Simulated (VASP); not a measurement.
Write the native input for VASP 6.6.1 that does the following.

| Item | Value |
| --- | --- |
| Task | single point |
| Functional | r2SCAN |
| Dispersion | D4 |
| Potentials or basis | VASP PAW PBE potentials, release 64 (Te, Sn_d) |
| Cutoff | 550 eV |
| k mesh | 7 × 7 × 7 |
| Occupations | gaussian, width 0.01 eV |
| Spin | no spin polarisation |
| Dipole correction | no |
| Further INCAR settings | ALGO = Normal; EDIFF = 1e-06; NBANDS = 17 |

Crystal: SnTe.

```
Te Sn
1.0
     0.00000    3.15085    3.15085
     3.15085    0.00000    3.15085
     3.15085    3.15085    0.00000
Te Sn
1 1
Cartesian
  3.1509 3.1509 3.1509
  0.0000 0.0000 0.0000
```

These files were run (other wordings do the same):

POSCAR

```
SnTe
1.0
    0.0000000000      3.1508500000      3.1508500000
    3.1508500000      0.0000000000      3.1508500000
    3.1508500000      3.1508500000      0.0000000000
Te Sn
1 1
Direct
    0.5000000000      0.5000000000      0.5000000000
    0.0000000000      0.0000000000      0.0000000000
```

INCAR.step1

```
SYSTEM = SnTe
  ALGO = Normal
  EDIFF = 1E-5
  ENCUT = 550
  GGA = PE
  GGA_COMPAT = .False.
  ISMEAR = 0
  LASPH = .True.
  LCHARG = .False.
  LREAL = .False.
  LWAVE = .True.
  NBANDS = 17
  NELM = 120
  PREC = Accurate
  SIGMA = 0.01
```

INCAR.step2

```
SYSTEM = SnTe
  ALGO = Normal
  EDIFF = 1E-6
  ENCUT = 550
  GGA_COMPAT = .False.
  ISIF = 2
  ISMEAR = 0
  ISTART = 1
  IVDW = 13
  LASPH = .True.
  LCHARG = .False.
  LMIXTAU = .True.
  LREAL = .False.
  LWAVE = .False.
  METAGGA = R2SCAN
  NBANDS = 17
  NELM = 120
  PREC = Accurate
  SIGMA = 0.01
  VDW_A1 = 0.51559235
  VDW_A2 = 5.77342911
  VDW_S6 = 1.0
  VDW_S8 = 0.6018749
```

KPOINTS

```
k-points
0
Gamma
  7 7 7
  0 0 0
```

Potentials or basis: VASP PAW PBE potentials, release 64 (Te, Sn_d).

Run with:

```console
$ cat potpaw_PBE.64/Te/POTCAR potpaw_PBE.64/Sn_d/POTCAR > POTCAR
$ cp INCAR.step1 INCAR
$ mpirun -np 1 vasp_std > vasp.out
$ cp INCAR.step2 INCAR
$ mpirun -np 1 vasp_std > vasp.out
```

Results of the run:

The pressure is 0.8 GPa. The dispersion energy per atom is -0.146 eV.

Caveat: the PAW data sets were made with another functional, which shifts forces and pressure a little.

Wall time 41 s on 1 thread of Intel(R) Xeon(R) 6975P-C (Granite Rapids), with other jobs on the host, peak memory 0.22 GiB.
